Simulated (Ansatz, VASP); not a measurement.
# Li2PW2: VASP beside Ansatz

```xyz
5
Lattice="2.5580 -3.3503 0.0000 2.5580 3.3503 0.0000 0.0000 0.0000 4.3125" Properties=species:S:1:pos:R:3 pbc="T T T"
Li    2.5580   -1.1706    0.0000
Li    2.5580    1.1706    0.0000
P     0.0000    0.0000    0.0000
W     1.3142    0.0000    2.1562
W     3.8018    0.0000    2.1562
```

Alike in both runs: functional PBE; k mesh 10 × 10 × 10; occupations gaussian, width 0.1 eV; no spin polarisation.

Ansatz relaxed the structure, and its values are those at the end. VASP's run is a single point on that final structure, the one shown.

|  | VASP | Ansatz |
| --- | --- | --- |
| version | VASP 6.6.1 | Ansatz 0.2.0 |
| potentials or method | VASP PAW PBE potentials, release 64 (Li_sv, P, W_sv), cutoff 520 eV | scalar-relativistic, plane waves, PAW |
| valence electrons in the cell | 39 | 39 |

VASP gave:

| Quantity | Value |
| --- | --- |
| gap on the k mesh at the Fermi level (eV) | none |
| rms of the force components (eV/Å) | 0.011 |

Q: What did Ansatz give for the same quantities?

A: gap on the k mesh at the Fermi level (eV): none; rms of the force components (eV/Å): 0.002.

A gap of «none» marks a metal or a gap that the smearing closes.

Neither program's run includes spin-orbit coupling. Noted on VASP's run: the cutoff is short for stress, so the pressure is rough.
